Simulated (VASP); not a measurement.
Runs of VASP 6.6.1 on TaN. The structure is that of space group P6_3mc (No. 186), or close to it. The cells are those of the table. 

```csv
potentials or basis,cell,k mesh,cutoff (eV),smearing,second run,gap on the mesh (eV),pressure (GPa),largest force (eV/Å)
"VASP PAW PBE potentials, release 64 (Ta_pv, N)","a = 3.133, b = 3.133, c = 6.088 Å, angles 90.0, 90.0, 120.0°, 4 atoms",6 × 6 × 4,520,gaussian 0.1 eV,-,0.08,(b),0.04
"VASP PAW PBE potentials, release 64 (Ta_pv, N)","a = 3.134, b = 3.134, c = 6.089 Å, angles 90.0, 90.0, 120.0°, 4 atoms",12 × 12 × 6,520,gaussian 0.01 eV,-,none,1.2,0.04
"VASP PAW PBE potentials, release 64 (Ta_sv_GW, N)","a = 3.133, b = 3.133, c = 6.088 Å, angles 90.0, 90.0, 120.0°, 4 atoms",6 × 6 × 4,660,gaussian 0.1 eV,valence_matched,0.09,0.2,0.03
"VASP PAW PBE potentials, release 64 (Ta_sv_GW, N)","a = 3.134, b = 3.134, c = 6.089 Å, angles 90.0, 90.0, 120.0°, 4 atoms",12 × 12 × 6,660,gaussian 0.01 eV,valence_matched,none,(a),0.03
"VASP PAW PBE potentials, release 64 (Ta_pv, N)","a = 3.134, b = 3.134, c = 6.087 Å, angles 90.0, 90.0, 120.0°, 4 atoms",18 × 18 × 8,520,gaussian 0.1 eV,-,none,1.2,0.04
```

Alike in all rows: task single point; level r2SCAN; no spin polarisation.

Question: Fill in the values left out.

Answer: (a) 0.1; (b) 1.3.

Caveats: the PAW data sets were made with another functional, which shifts forces and pressure a little; spin-orbit coupling is left out, which moves the levels of the heavy elements.

A k mesh can miss the band edges, and the runs leave out spin-orbit coupling on Ta.

A gap of «none» marks levels without a gap at the run's occupations.

The runs don't all hold the same shells in valence.
